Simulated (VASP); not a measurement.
# CuO (P4_2/mmc) in VASP: further runs

Runs on CuO. Level: PBEsol. Tasks: vibrations by perturbation theory, single point.

Program: VASP 6.6.1. These are calculated values, not measurements. Logs are shortened: lines on timing, memory, paths and dates and some standing lists are left out, and cuts for length are marked.

## (1) The cell of the first run

Symmetry: P4_2/mmc, No. 131, tetragonal system. Conventional cell: a = 3.422 Å, b = 3.422 Å, c = 4.260 Å, α = 90.00°, β = 90.00°, γ = 90.00°. Cu (site symmetry mmm) has 4 O at 2.02 Å within 2.7 Å. Within 2.7 Å of O (site symmetry -4m2) lie 4 Cu at 2.02 Å and 2 O at 2.13 Å.

## (2) Vibrations by perturbation theory, PBEsol

INCAR

```
SYSTEM = CuO
PREC = Accurate ; ENCUT = 520
EDIFF = 1E-8 ; ISMEAR = -1
SIGMA = 0.05 ; LREAL = .False.
LASPH = .True. ; NELM = 60
ALGO = Normal ; ISIF = 2
LWAVE = .False. ; LCHARG = .False.
GGA = PS ; NBANDS = 25
IBRION = 8 ; NSW = 1
```

KPOINTS

```
Automatic mesh
0
Gamma
  7 7 5
  0 0 0
```

POSCAR

```
CuO
1.0
    3.4220509700      0.0000000000      0.0000000000
    0.0000000000      3.4220509700      0.0000000000
    0.0000000000      0.0000000000      4.2604614800
Cu O
2 2
Direct
    0.0000000000      0.5000000000      0.0000000000
    0.5000000000      0.0000000000      0.5000000000
    0.0000000000      0.0000000000      0.2500000000
    0.0000000000      0.0000000000      0.7500000000
```

Potentials or basis: VASP PAW PBE potentials, release 64 (Cu, O).

On the command line:

```bash
$ cat potpaw_PBE.64/Cu/POTCAR potpaw_PBE.64/O/POTCAR > POTCAR
$ mpirun -np 1 vasp_std > vasp.out
```

OUTCAR:

```text
SYSTEM = CuO
   PREC = Accurate
   ENCUT = 520
   EDIFF = 1E-8
   ISMEAR = -1
   LREAL = .False.
   LASPH = .True.
   NELM = 60
   ISIF = 2
   GGA = PS
   IBRION = 8
   NSW = 1

 ion  position               nearest neighbor table
   1  0.000  0.500  0.000-   3 2.02   4 2.02   3 2.02   4 2.02
   2  0.500  0.000  0.500-   3 2.02   4 2.02   3 2.02   4 2.02
   3  0.000  0.000  0.250-   1 2.02   2 2.02   1 2.02   2 2.02
   4  0.000  0.000  0.750-   1 2.02   2 2.02   1 2.02   2 2.02

  LATTYP: Found a simple tetragonal cell.
 ALAT       =     3.4220509700
 C/A-ratio  =     1.2450023443

  Lattice vectors:

 A1 = (   3.4220509700,   0.0000000000,   0.0000000000)
 A2 = (   0.0000000000,   3.4220509700,   0.0000000000)
 A3 = (   0.0000000000,   0.0000000000,   4.2604614800)

Analysis of symmetry for initial positions (statically):
=====================================================================
 Subroutine PRICEL returns:
 Original cell was already a primitive cell.

 Routine SETGRP: Setting up the symmetry group for a
 simple tetragonal supercell.

 Subroutine GETGRP returns: Found 16 space group operations
 (whereof  8 operations were pure point group operations)
 out of a pool of 16 trial point group operations.

The static configuration has the point symmetry D_2h.
 The point group associated with its full space group is D_4h.

Analysis of symmetry for dynamics (positions and initial velocities):
=====================================================================
 Subroutine PRICEL returns:
 Original cell was already a primitive cell.

 Routine SETGRP: Setting up the symmetry group for a
 simple tetragonal supercell.

 Subroutine GETGRP returns: Found 16 space group operations
 (whereof  8 operations were pure point group operations)
 out of a pool of 16 trial point group operations.

The dynamic configuration has the point symmetry D_2h.
 The point group associated with its full space group is D_4h.

 Subroutine INISYM returns: Found 16 space group operations
 (whereof  8 operations are pure point group operations),
 and found     1 'primitive' translations

----------------------------------------------------------------------------------------

                                     Primitive cell

  volume of cell :      49.8918

  direct lattice vectors                    reciprocal lattice vectors
     3.422050970  0.000000000  0.000000000     0.292222415  0.000000000  0.000000000
     0.000000000  3.422050970  0.000000000     0.000000000  0.292222415  0.000000000
     0.000000000  0.000000000  4.260461480     0.000000000  0.000000000  0.234716358

  length of vectors
     3.422050970  3.422050970  4.260461480     0.292222415  0.292222415  0.234716358

  position of ions in fractional coordinates (direct lattice)
     0.000000000  0.500000000  0.000000000
     0.500000000  0.000000000  0.500000000
     0.000000000  0.000000000  0.250000000
     0.000000000  0.000000000  0.750000000

  ion indices of the primitive-cell ions
   primitive index   ion index
                 1           1
                 2           2
                 3           3
[... 120 lines left out ...]

  energy without entropy =      -19.85563446  energy(sigma->0) =      -19.86671947

 E-fermi :   3.8474     XC(G=0): -10.8988

 val. band max:        3.8466190166   @ k =   0.1429   0.1429   0.2000
 cond. band min:       3.8662074332   @ k =   0.4286   0.1429   0.0000
 fundamental gap:      0.0195884166
 Fermi energy:         3.8474016391

 k-point     1 :       0.0000    0.0000    0.0000
  band No.  band energies     occupation
      1     -16.1831      2.00000
      2     -13.3464      2.00000
      3      -4.1307      2.00000
      4      -1.4066      2.00000
      5      -1.4066      2.00000
      6      -0.8950      2.00000
[... 661 lines left out ...]
     24      18.0018      0.00000
     25      18.2160      0.00000

 [... further k-points ...]

------------------------ aborting loop because EDIFF is reached ----------------------------------------

  FORCE on cell =-STRESS in cart. coord.  units (eV):
  Direction    XX          YY          ZZ          XY          YZ          ZX
  --------------------------------------------------------------------------------------
  -------------------------------------------------------------------------------------
  Total       -6.2294747     -6.2294747      4.4900274      0.0000000      0.0000000      0.0000000
  in kB     -200.0471716   -200.0471716    144.1882880      0.0000000      0.0000000      0.0000000
  external PRESSURE =     -85.3020184 kB  Pullay stress =       0.0000000 kB

 VOLUME and BASIS-vectors are now :
 -----------------------------------------------------------------------------
  energy-cutoff  :      520.00
  volume of cell :       49.89
      direct lattice vectors                 reciprocal lattice vectors
     3.422050970  0.000000000  0.000000000     0.292222415  0.000000000  0.000000000
     0.000000000  3.422050970  0.000000000     0.000000000  0.292222415  0.000000000
     0.000000000  0.000000000  4.260461480     0.000000000  0.000000000  0.234716358

 POSITION                                       TOTAL-FORCE (eV/Angst)
 -----------------------------------------------------------------------------------
      0.00000      1.71103      0.00000        -0.000000      0.000000     -0.000000
      1.71103      0.00000      2.13023        -0.000000      0.000000     -0.000000
      0.00000      0.00000      1.06512        -0.000000      0.000000      0.000000
      0.00000      0.00000      3.19535         0.000000      0.000000     -0.000000
 -----------------------------------------------------------------------------------
    total drift:                                0.000000      0.000000      0.000000

  FREE ENERGIE OF THE ION-ELECTRON SYSTEM (eV)
  ---------------------------------------------------
  free  energy   TOTEN  =       -19.8778044930 eV

  energy  without entropy=      -19.8556344553  energy(sigma->0) =      -19.86671947

[... ionic steps 2 to 9 ...]

--------------------------------------- Ionic step       10  -------------------------------------------

------------------------ aborting loop because EDIFF is reached ----------------------------------------

[... ionic steps 11 to 11 ...]

--------------------------------------- Ionic step       12  -------------------------------------------

 Free energy of the ion-electron system (eV)
  ---------------------------------------------------
  ---------------------------------------------------
  free energy    TOTEN  =        -0.36503066 eV

  energy without entropy =       -0.36503066

------------------------ aborting loop because EDIFF is reached ----------------------------------------

 INTERNAL STRAIN TENSOR  FOR ION    3  DIRECTION 3   (eV/Angst):
 -----------------------------------------------------------------------------
     2.68724  0.00000  0.00000
     0.00000 -2.72366  0.00000
     0.00000  0.00000 -0.01961

 INTERNAL STRAIN TENSOR FOR ION    4 for displacements in x,y,z  (eV/Angst):
          X           Y           Z          XY          YZ          ZX
  --------------------------------------------------------------------------------
  x     0.00000     0.00000     0.00000     0.00000     0.00000    -1.70077
  y     0.00000     0.00000     0.00000     0.00000     0.78184     0.00000
  z    -2.70545     2.70545     0.00000     0.00000     0.00000     0.00000

 SECOND DERIVATIVES (NOT SYMMETRIZED)
 ------------------------------------
               1X          1Y          1Z          2X          2Y          2Z          3X          3Y          3Z          4X          4Y          4Z
  1X    -4.354328   -0.000000    0.000000   -0.244141   -0.000000    0.000000    2.299234    0.000000    0.000000    2.299234    0.000000    0.000000
  1Y     0.000000   -8.913103    0.000000    0.000000   -0.241795    0.000000   -0.000000    4.577449    0.000000   -0.000000    4.577449    0.000000
  1Z     0.000000    0.000000   -8.273681    0.000000    0.000000    1.565000    0.000000    0.000000    3.354340    0.000000    0.000000    3.354340
  2X    -0.241795   -0.000000    0.000000   -8.913103   -0.000000    0.000000    4.577449    0.000000    0.000000    4.577449    0.000000    0.000000
  2Y     0.000000   -0.244141    0.000000    0.000000   -4.354328    0.000000    0.000000    2.299234    0.000000   -0.000000    2.299234    0.000000
  2Z     0.000000    0.000000    1.565000    0.000000    0.000000   -8.273681    0.000000    0.000000    3.354340    0.000000    0.000000    3.354340
  3X     2.296283    0.000000    0.000000    4.556459    0.000000    0.000000   -3.623335    0.000000    0.000000   -3.229406    0.000000    0.000000
  3Y     0.000000    4.556459    0.000000    0.000000    2.296283    0.000000    0.000000   -3.623335    0.000000    0.000000   -3.229406    0.000000
  3Z     0.000000    0.000000    3.324745    0.000000    0.000000    3.324745    0.000000    0.000000  -16.785592    0.000000    0.000000   10.136102
  4X     2.296283    0.000000    0.000000    4.556459    0.000000    0.000000   -3.229406    0.000000    0.000000   -3.623335    0.000000    0.000000
  4Y     0.000000    4.556459    0.000000    0.000000    2.296283    0.000000    0.000000   -3.229406    0.000000    0.000000   -3.623335    0.000000
  4Z     0.000000    0.000000    3.324745    0.000000    0.000000    3.324745    0.000000    0.000000   10.136102    0.000000    0.000000  -16.785592

 Eigenvectors and eigenvalues of the dynamical matrix
 ----------------------------------------------------

   1 f  =   20.278785 THz   127.415363 2PiTHz  676.427449 cm-1    83.866277 meV
             X         Y         Z           dx          dy          dz
      0.000000  1.711025  0.000000    -0.000000   -0.000000   -0.000000
      1.711025  0.000000  2.130231    -0.000000   -0.000000   -0.000000
      0.000000  0.000000  1.065115     0.000000    0.000000   -0.707107
      0.000000  0.000000  3.195346     0.000000    0.000000    0.707107
[... 71 lines left out ...]
  12 f/i=    0.020100 THz     0.126290 2PiTHz    0.670452 cm-1     0.083125 meV
             X         Y         Z           dx          dy          dz
      0.000000  1.711025  0.000000    -0.000000    0.000000    0.631438
      1.711025  0.000000  2.130231    -0.000000    0.000000    0.631438
      0.000000  0.000000  1.065115    -0.000000    0.000000    0.318254
      0.000000  0.000000  3.195346    -0.000000    0.000000    0.318254

--------------------------------------------------------------------------------------------------------

 ELASTIC MODULI CONTR FROM IONIC RELAXATION (kBar)
 Direction    XX          YY          ZZ          XY          YZ          ZX
 --------------------------------------------------------------------------------
 XX         -17.4618     17.4618      0.0000      0.0000      0.0000      0.0000
 YY          17.4618    -17.4618      0.0000      0.0000     -0.0000     -0.0000
 ZZ           0.0000      0.0000      0.0000      0.0000      0.0000      0.0000
 XY           0.0000      0.0000      0.0000      0.0000      0.0000      0.0000
 YZ           0.0000     -0.0000      0.0000      0.0000    -99.6627     -0.0000
 ZX           0.0000     -0.0000      0.0000      0.0000     -0.0000   -471.6104
 --------------------------------------------------------------------------------
```

Wall time 7.6 min (1 thread of Intel Xeon Platinum 8488C (Sapphire Rapids), shared host); peak memory 0.34 GiB.

What came out:

```
Highest phonon frequency at Γ, LO-TO splitting left out : 676 cm⁻¹
```

Phonon frequencies in cm⁻¹ (negative: imaginary):
| q point | frequencies |
| --- | --- |
| (0.000, 0.000, 0.000) | -1 0 0 82 82 153 153 205 376 387 387 676 |

Caveat: the cell stands under pressure or tension, which shifts response properties; the PAW data sets were made with another functional, which shifts forces and pressure a little.

## (3) Single point, PBEsol

POSCAR is that of step 2.

INCAR.step1

```
PREC = Accurate
ENCUT = 520
EDIFF = 1E-6
ISMEAR = -1
SIGMA = 0.05
LREAL = F
LASPH = T
NELM = 100
ALGO = Normal
ISIF = 2
LWAVE = F
LCHARG = T
LMAXMIX = 4
GGA = PS
NBANDS = 25
```

KPOINTS.step1

```
Automatic mesh
0
Gamma
  8 8 6
```

INCAR.step2

```
PREC = Accurate
ENCUT = 520
EDIFF = 1E-6
ISMEAR = -5
SIGMA = 0.05
LREAL = F
LASPH = T
NELM = 100
ALGO = Normal
ISIF = 2
LWAVE = F
LCHARG = F
LMAXMIX = 4
GGA = PS
LORBIT = 11
NBANDS = 25
NEDOS = 2001
ICHARG = 11
```

KPOINTS.step2

```
Automatic mesh
0
Gamma
  12 12 9
```

Potentials or basis: VASP PAW PBE potentials, release 64 (Cu, O).

On the command line:

```bash
$ cat potpaw_PBE.64/Cu/POTCAR potpaw_PBE.64/O/POTCAR > POTCAR
$ cp INCAR.step1 INCAR
$ cp KPOINTS.step1 KPOINTS
$ mpirun -np 1 vasp_std > vasp.out
$ cp INCAR.step2 INCAR
$ cp KPOINTS.step2 KPOINTS
$ mpirun -np 1 vasp_std > vasp.out
```

It took 3.5 min on 1 thread of Intel Xeon 8259CL, shared host; peak memory 0.26 GiB.

Results (log left out):

| Property | Result |
| --- | --- |
| Valence electrons inside the program's atomic spheres | Cu 9.82; O 4.87 |

Levels at points of the mesh, in eV from the Fermi level:
| k point | band 14 | band 15 | band 16 | band 17 | band 18 | band 19 | band 20 | band 21 |
| --- | --- | --- | --- | --- | --- | --- | --- | --- |
| (0.00, 0.00, 0.00) | -2.20 | -1.22 | 0.46 | 0.47 | 0.67 | 0.67 | 6.06 | 7.18 |
| (0.50, 0.00, 0.00) | -1.76 | -1.71 | -1.70 | 0.56 | 0.98 | 3.78 | 4.03 | 6.42 |
| (0.50, 0.50, 0.00) | -2.04 | -1.81 | -1.46 | -1.46 | 0.77 | 1.35 | 7.86 | 7.86 |

Caveat: the PAW data sets were made with another functional, which shifts forces and pressure a little; semilocal functionals often make such compounds metallic where correlation or magnetic order opens a gap, which also shifts bond lengths; tetrahedron occupations give inexact forces and stress in metals.
